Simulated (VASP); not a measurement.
# Nb (Fd-3m) in VASP: a series of runs, part 2 of 4

VASP 6.6.1. The steps go on from the part before.

## (3) Single point, r2SCAN (volume scaled by 0.88)

The input, POSCAR:

```
Nb
1.0
    0.0000000000      2.8081139468      2.8081139468
    2.8081139468      0.0000000000      2.8081139468
    2.8081139468      2.8081139468      0.0000000000
Nb
2
Direct
    0.1250000000      0.1250000000      0.1250000000
    0.8750000000      0.8750000000      0.8750000000
```

The input, INCAR.step1:

```
  PREC = Accurate
  ENCUT = 520
  ISMEAR = -1
  SIGMA = 0.1
  LREAL = False
  LASPH = True
  NELM = 80
  NBANDS = 20
  GGA = PE
  ALGO = Normal
  EDIFF = 1E-4
  LWAVE = True
  LCHARG = False
```

The input, INCAR.step2:

```
  PREC = Accurate
  ENCUT = 520
  EDIFF = 1E-6
  ISMEAR = -1
  SIGMA = 0.1
  LREAL = False
  LASPH = True
  NELM = 80
  ALGO = Normal
  ISIF = 2
  LWAVE = False
  LCHARG = False
  METAGGA = R2SCAN
  LMIXTAU = True
  NBANDS = 20
  ISTART = 1
```

The input, KPOINTS:

```
Automatic mesh
0
Gamma
  11 11 11
```

Potentials or basis: VASP PAW PBE potentials, release 64 (Nb_sv).

On the command line:

```sh
$ cat potpaw_PBE.64/Nb_sv/POTCAR > POTCAR
$ cp INCAR.step1 INCAR
$ mpirun -np 1 vasp_std > vasp.out
$ cp INCAR.step2 INCAR
$ mpirun -np 1 vasp_std > vasp.out
```

OUTCAR:

```text
PREC = Accurate
   ENCUT = 520
   EDIFF = 1E-6
   ISMEAR = -1
   LREAL = False
   LASPH = True
   NELM = 80
   ISIF = 2
   METAGGA = R2SCAN
   ISTART = 1

 ion  position               nearest neighbor table
   1  0.125  0.125  0.125-   2 2.43   2 2.43   2 2.43   2 2.43
   2  0.875  0.875  0.875-   1 2.43   1 2.43   1 2.43   1 2.43

  LATTYP: Found a face centered cubic cell.
 ALAT       =     5.6162278936

  Lattice vectors:

 A1 = (   0.0000000000,   2.8081139468,   2.8081139468)
 A2 = (   2.8081139468,   0.0000000000,   2.8081139468)
 A3 = (   2.8081139468,   2.8081139468,   0.0000000000)

Analysis of symmetry for initial positions (statically):
=====================================================================
 Subroutine PRICEL returns:
 Original cell was already a primitive cell.

 Routine SETGRP: Setting up the symmetry group for a
 face centered cubic supercell.

 Subroutine GETGRP returns: Found 48 space group operations
 (whereof 12 operations were pure point group operations)
 out of a pool of 48 trial point group operations.

The static configuration has the point symmetry D_3d.
 The point group associated with its full space group is O_h .

Analysis of symmetry for dynamics (positions and initial velocities):
=====================================================================
 Subroutine PRICEL returns:
 Original cell was already a primitive cell.

 Routine SETGRP: Setting up the symmetry group for a
 face centered cubic supercell.

 Subroutine GETGRP returns: Found 48 space group operations
 (whereof 12 operations were pure point group operations)
 out of a pool of 48 trial point group operations.

The dynamic configuration has the point symmetry D_3d.
 The point group associated with its full space group is O_h .

 Subroutine INISYM returns: Found 48 space group operations
 (whereof 12 operations are pure point group operations),
 and found     1 'primitive' translations

----------------------------------------------------------------------------------------

                                     Primitive cell

  volume of cell :      44.2868

  direct lattice vectors                    reciprocal lattice vectors
     0.000000000  2.808113947  2.808113947    -0.178055453  0.178055453  0.178055453
     2.808113947  0.000000000  2.808113947     0.178055453 -0.178055453  0.178055453
     2.808113947  2.808113947  0.000000000     0.178055453  0.178055453 -0.178055453

  length of vectors
     3.971272828  3.971272828  3.971272828     0.308401091  0.308401091  0.308401091

  position of ions in fractional coordinates (direct lattice)
     0.125000000  0.125000000  0.125000000
     0.875000000  0.875000000  0.875000000

  ion indices of the primitive-cell ions
   primitive index   ion index
                 1           1
                 2           2

----------------------------------------------------------------------------------------

 KPOINTS: Automatic mesh

Automatic generation of k-mesh.
 Grid dimensions read from file:
 generate k-points for:   11   11   11

 Generating k-lattice:

  Cartesian coordinates                     Fractional coordinates (reciprocal lattice)
    -0.016186859  0.016186859  0.016186859     0.090909091  0.000000000  0.000000000
     0.016186859 -0.016186859  0.016186859     0.000000000  0.090909091  0.000000000
     0.016186859  0.016186859 -0.016186859     0.000000000  0.000000000  0.090909091

  Length of vectors
     0.028036463  0.028036463  0.028036463

  Shift w.r.t. Gamma in fractional coordinates (k-lattice)
     0.000000000  0.000000000  0.000000000

 Subroutine IBZKPT returns following result:
 ===========================================

 Found     56 irreducible k-points:

 Following reciprocal coordinates:
            Coordinates               Weight
  0.000000  0.000000  0.000000      1.000000
  0.090909  0.000000  0.000000      8.000000
  0.181818  0.000000  0.000000      8.000000
  0.272727  0.000000  0.000000      8.000000
  0.363636  0.000000  0.000000      8.000000
  0.454545  0.000000  0.000000      8.000000
[... 16 lines left out ...]
 -0.272727  0.181818  0.000000     24.000000
 -0.181818  0.181818  0.000000     12.000000
 [... further k-points ...]
   k-points           NKPTS =     56   k-points in BZ     NKDIM =     56   number of bands    NBANDS=     20
   number of dos      NEDOS =    301   number of ions     NIONS =      2
   total plane-waves  NPLWV =  27000
   dimension x,y,z NGX =    30 NGY =   30 NGZ =   30
   dimension x,y,z NGXF=    60 NGYF=   60 NGZF=   60
   ions per type =               2
   NGX,Y,Z   is equivalent  to a cutoff of  12.56, 12.56, 12.56 a.u.
   NGXF,Y,Z  is equivalent  to a cutoff of  25.12, 25.12, 25.12 a.u.
 SYSTEM =  unknown system
   PREC   = accura    normal or accurate (medium, high low for compatibility)
   ISTART =      1    job   : 0-new  1-cont  2-samecut
   ICHARG =      0    charge: 1-file 2-atom 10-const
   ISPIN  =      1    spin polarized calculation?
   LNONCOLLINEAR =      F non collinear calculations
   LSORBIT =      F    spin-orbit coupling
   LASPH  =      T    aspherical Exc in radial PAW
   ENCUT  =  520.0 eV  38.22 Ry    6.18 a.u.   7.38  7.38  7.38*2*pi/ulx,y,z
   NELM   =     80;   NELMIN=  2; NELMDL=  0     # of ELM steps
   EDIFF  = 0.1E-05   stopping-criterion for ELM
   LREAL  =      F    real-space projection
   EDIFFG = 0.1E-04   stopping-criterion for IOM
   NSW    =      0    number of steps for IOM
   IBRION =     -1    ionic relax: 0-MD 1-quasi-New 2-CG
   NFREE  =      0    steps in history (QN), initial steepest desc. (CG)
   ISIF   =      2    stress and relaxation
   ISYM   =      2    0-nonsym 1-usesym 2-fastsym
   POTIM  = 0.5000    time-step for ionic-motion
   TEBEG  =    0.0;   TEEND  =   0.0 temperature during run
   PSTRESS=    0.0 pullay stress
   NELECT =      26.0000    total number of electrons
   NUPDOWN=      -1.0000    fix difference up-down
   EMIN   =  10.00;   EMAX   =-10.00  energy-range for DOS
   EFERMI =   0.00;   METHOD = LEGACY
   ISMEAR =    -1;   SIGMA  =   0.10  broadening in eV -4-tet -1-fermi 0-gaus
   EFERMI_NEDOS =   21; number of points for ismear=-14 and -15
   IALGO  =     38    algorithm
   IMIX   =      4    mixing-type and parameters
     AMIX     =   0.40;   BMIX     =  1.00
     AMIX_MAG =   1.60;   BMIX_MAG =  1.00
  volume/ion in A,a.u.               =      22.14       149.43
  Fermi-wavevector in a.u.,A,eV,Ry     =   1.370801  2.590439 25.566662  1.879097
  Thomas-Fermi vector in A             =   2.496555
   LORBIT       =      0    0 simple, 1 ext, 2 COOP (PROOUT), +10 PAW based schemes
   METAGGA = R2SCAN    functional components
   LHFCALC =     F    Hartree Fock is set to
   AEXX    =    0.0000 exact exchange contribution
   IVDW    =     0    specifies the selected vdW correction
   LEPSILON=     F    determine dielectric tensor
   LRPA    =     F    only Hartree local field effects (RPA)
 non-spin polarized calculation
  energy-cutoff  :      520.00
  volume of cell :       44.29
 maximum number of plane-waves:      1243
 NGX is ok and might be reduce to    30
   NGX = 15   NGY = 15   NGZ = 15

 number of electron      26.0000002 magnetization

 Free energy of the ion-electron system (eV)
  ---------------------------------------------------
  ext. energy  EPLUGINS =         0.00000000
  ---------------------------------------------------
  free energy    TOTEN  =       -44.18421060 eV

  energy without entropy =      -44.09218511  energy(sigma->0) =      -44.13819786

 E-fermi :   8.4498     XC(G=0): -11.8483

 val. band max:        8.4272385879   @ k =  -0.3636   0.3636   0.1818
 cond. band min:       8.4535176807   @ k =   0.3636   0.2727   0.0909
 fundamental gap:      0.0262790928
 Fermi energy:         8.4498341300

 k-point     1 :       0.0000    0.0000    0.0000
  band No.  band energies     occupation
      1     -48.0103      2.00000
      2     -46.7942      2.00000
      3     -23.8419      2.00000
      4     -23.8419      2.00000
      5     -23.8419      2.00000
      6     -22.1439      2.00000
[... 12 lines left out ...]
     19      14.8600      0.00000
     20      20.2650      0.00000

 k-point     2 :       0.0909    0.0000    0.0000
  band No.  band energies     occupation
      1     -47.9929      2.00000
      2     -46.8137      2.00000
      3     -23.8608      2.00000
      4     -23.8608      2.00000
      5     -23.8423      2.00000
      6     -22.1411      2.00000
[... 498 lines left out ...]
 k-point    24 :      -0.1818    0.1818    0.0000
  band No.  band energies     occupation
      1     -47.8413      2.00000
      2     -46.9818      2.00000
      3     -24.1090      2.00000
      4     -23.9652      2.00000
      5     -23.7202      2.00000
      6     -22.2407      2.00000
[... 12 lines left out ...]
     19      15.1222      0.00000
     20      19.1929      0.00000

 [... further k-points ...]
[... 5 lines left out ...]
  --------------------------------------------------------------------------------------
  -------------------------------------------------------------------------------------
  Total        3.1824300      3.1824300      3.1824300      0.0000000     -0.0000000      0.0000000
  in kB      115.1317917    115.1317917    115.1317917      0.0000000     -0.0000000      0.0000000
  external PRESSURE =     115.1317917 kB  Pullay stress =       0.0000000 kB

 VOLUME and BASIS-vectors are now :
 -----------------------------------------------------------------------------
  energy-cutoff  :      520.00
  volume of cell :       44.29
      direct lattice vectors                 reciprocal lattice vectors
     0.000000000  2.808113947  2.808113947    -0.178055453  0.178055453  0.178055453
     2.808113947  0.000000000  2.808113947     0.178055453 -0.178055453  0.178055453
     2.808113947  2.808113947  0.000000000     0.178055453  0.178055453 -0.178055453

 POSITION                                       TOTAL-FORCE (eV/Angst)
 -----------------------------------------------------------------------------------
      0.70203      0.70203      0.70203         0.000000      0.000000      0.000000
      4.91420      4.91420      4.91420        -0.000000     -0.000000     -0.000000
 -----------------------------------------------------------------------------------
    total drift:                               -0.000000      0.000000      0.000000

  FREE ENERGIE OF THE ION-ELECTRON SYSTEM (eV)
  ---------------------------------------------------
  free  energy   TOTEN  =       -44.1842106035 eV

  energy  without entropy=      -44.0921851116  energy(sigma->0) =      -44.13819786
```

OUTCAR.step1:

```text
PREC = Accurate
   ENCUT = 520
   ISMEAR = -1
   LREAL = False
   LASPH = True
[... 775 lines left out ...]
      0.70203      0.70203      0.70203        -0.000000     -0.000000     -0.000000
      4.91420      4.91420      4.91420         0.000000      0.000000      0.000000
 -----------------------------------------------------------------------------------
    total drift:                               -0.000000      0.000000      0.000000

  FREE ENERGIE OF THE ION-ELECTRON SYSTEM (eV)
  ---------------------------------------------------
  free  energy   TOTEN  =       -15.1189961278 eV

  energy  without entropy=      -15.0239561481  energy(sigma->0) =      -15.07147614
```

OSZICAR.step1:

```text
N       E                     dE             d eps       ncg     rms          rms(c)
DAV:   1     0.301615352820E+03    0.30162E+03   -0.14703E+04  2248   0.133E+03
DAV:   2     0.867409773597E+01   -0.29294E+03   -0.28462E+03  2604   0.522E+02
DAV:   3    -0.142233733716E+02   -0.22897E+02   -0.21824E+02  4340   0.105E+02
DAV:   4    -0.150928562902E+02   -0.86948E+00   -0.85554E+00  3016   0.186E+01
DAV:   5    -0.151497154884E+02   -0.56859E-01   -0.56694E-01  3832   0.439E+00    0.963E+00
DAV:   6    -0.150867792775E+02    0.62936E-01   -0.29402E-01  3844   0.537E+00    0.451E+00
DAV:   7    -0.151098242718E+02   -0.23045E-01   -0.10636E-01  4032   0.344E+00    0.115E+00
DAV:   8    -0.151188824048E+02   -0.90581E-02   -0.27090E-02  3540   0.140E+00    0.249E-01
DAV:   9    -0.151189062201E+02   -0.23815E-04   -0.18282E-03  3488   0.336E-01    0.126E-01
DAV:  10    -0.151189961278E+02   -0.89908E-04   -0.27098E-04  2152   0.197E-01
   1 F= -.15118996E+02 E0= -.15071476E+02  d E =-.950400E-01
```

It took 2.4 min on 1 thread of AMD EPYC 9R45 (Zen 5), shared host; peak memory 0.16 GiB.

Results:

```
Free energy            : -44.1842 eV
Pressure               : 11.5 GPa
Band gap on the k mesh : zero (band 13 reaches 9.39 eV, above the bottom of band 14 at 7.44 eV)
```

Caveat: the PAW data sets were made with another functional, which shifts forces and pressure a little.

(Part 2 of 4 ends here.)
